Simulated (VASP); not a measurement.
A run of VASP 6.6.1:

File POSCAR:

```
HfSi2
1.0
    1.7977715240     -7.0718474139      0.0000000000
    1.7977715240      7.0718474139      0.0000000000
    0.0000000000      0.0000000000      3.5907382448
Hf Si
2 4
Direct
    0.8955471989      0.1044528011      0.2500000000
    0.1044528011      0.8955471989      0.7500000000
    0.5545812472      0.4454187528      0.2500000000
    0.4454187528      0.5545812472      0.7500000000
    0.2501357794      0.7498642206      0.2500000000
    0.7498642206      0.2501357794      0.7500000000
```

INCAR.step1

```
PREC = Accurate
ENCUT = 550
ISMEAR = 0
SIGMA = 0.1
LREAL = F
LASPH = T
NELM = 120
NBANDS = 27
GGA = PE
ALGO = Normal
EDIFF = 1E-5
LWAVE = T
LCHARG = F
GGA_COMPAT = F
```

Contents of INCAR.step2:

```
PREC = Accurate
ENCUT = 550
EDIFF = 1E-6
ISMEAR = 0
SIGMA = 0.1
LREAL = F
LASPH = T
NELM = 120
ALGO = Normal
ISIF = 2
LWAVE = F
LCHARG = F
METAGGA = R2SCAN
LMIXTAU = T
NBANDS = 27
ISTART = 1
GGA_COMPAT = F
```

KPOINTS

```
Automatic mesh
0
Gamma
  10 10 10
```

Potentials or basis: VASP PAW PBE potentials, release 64 (Hf_pv, Si).

Run with:

```console
$ cat potpaw_PBE.64/Hf_pv/POTCAR potpaw_PBE.64/Si/POTCAR > POTCAR
$ cp INCAR.step1 INCAR
$ mpirun -np 1 vasp_std > vasp.out
$ cp INCAR.step2 INCAR
$ mpirun -np 1 vasp_std > vasp.out
```

Hardware: 1 thread of Intel(R) Xeon(R) 6975P-C (Granite Rapids), on a shared host.

Estimate the wall time of this run.

Wall time 21 min on 1 thread of Intel(R) Xeon(R) 6975P-C (Granite Rapids) (shared host), peak memory 0.61 GiB. Counts: k points 186.
